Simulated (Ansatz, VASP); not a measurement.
One calculation of BeCu2SnS4, two programs

File INCAR:

```
PREC = Accurate
ENCUT = 520
EDIFF = 1E-6
ISMEAR = 0
SIGMA = 0.01
LREAL = F
LASPH = T
NELM = 80
ALGO = Normal
ISIF = 2
LWAVE = F
LCHARG = F
GGA = PE
NBANDS = 41
```

KPOINTS

```
Automatic mesh
0
Gamma
  6 6 6
```

Contents of POSCAR:

```
BeCu2SnS4
1.0
   -2.6454561654      2.6454561654      5.2085053296
    2.6454561654     -2.6454561654      5.2085053296
    2.6454561654      2.6454561654     -5.2085053296
Cu Be Sn S
2 1 1 4
Direct
    0.0000000000      0.0000000000      0.0000000000
    0.7500000000      0.2500000000      0.5000000000
    0.2500000000      0.7500000000      0.5000000000
    0.5000000000      0.5000000000      0.0000000000
    0.1148369022      0.6403415557      1.0307157947
    0.3596584443      0.3903742390      0.4744953464
    0.6096257610      0.0841211075     -0.0307157947
    0.9158788925      0.8851630978      0.5255046536
```

Input for Ansatz:

```yaml
crystal:
  lattice:
    - [-2.6454561654, 2.6454561654, 5.2085053296]
    - [2.6454561654, -2.6454561654, 5.2085053296]
    - [2.6454561654, 2.6454561654, -5.2085053296]
  atoms:
    - { symbol: Cu, position: [0.0, 0.0, 0.0] }
    - { symbol: Cu, position: [0.75, 0.25, 0.5] }
    - { symbol: Be, position: [0.25, 0.75, 0.5] }
    - { symbol: Sn, position: [0.5, 0.5, 0.0] }
    - { symbol: S, position: [0.1148369022, 0.6403415557, 1.0307157947] }
    - { symbol: S, position: [0.3596584443, 0.390374239, 0.4744953464] }
    - { symbol: S, position: [0.609625761, 0.0841211075, -0.0307157947] }
    - { symbol: S, position: [0.9158788925, 0.8851630978, 0.5255046536] }
kpoints:
  mp_grid: { grid: [6, 6, 6] }
hamiltonian:
  xc: pbe
scf:
  occupations: { method: fixed }
  n_extra_bands: 6
output:
  forces: true
  stress: true
  eigenvalues: true
```

Alike in both runs: task single point; functional PBE; k mesh 6 × 6 × 6; no spin polarisation.

|  | VASP | Ansatz |
| --- | --- | --- |
| version | VASP 6.6.1 | Ansatz 0.2.0 |
| potentials or method | VASP PAW PBE potentials, release 64 (Cu, Be, Sn_d, S) | plane waves, PAW |
| plane-wave cutoff (eV) | 520 | 420 |
| occupations | gaussian, width 0.01 eV | fixed |
| valence electrons in the cell | 62 | 78 |

VASP gave:

- gap on the k mesh at the Fermi level (eV): 0.63
- pressure (GPa): 2.6
- rms of the force components (eV/Å): 0.018

Problem. What did Ansatz give for the same quantities?

Solution. gap on the k mesh at the Fermi level (eV): 0.60; pressure (GPa): 2.5; rms of the force components (eV/Å): 0.028.

Atom by atom the forces differ by 0.015 eV/Å (rms over components). VASP's potentials hold 62 valence electrons a cell and Ansatz's 78, so a difference there can come from the potentials and not from the codes.
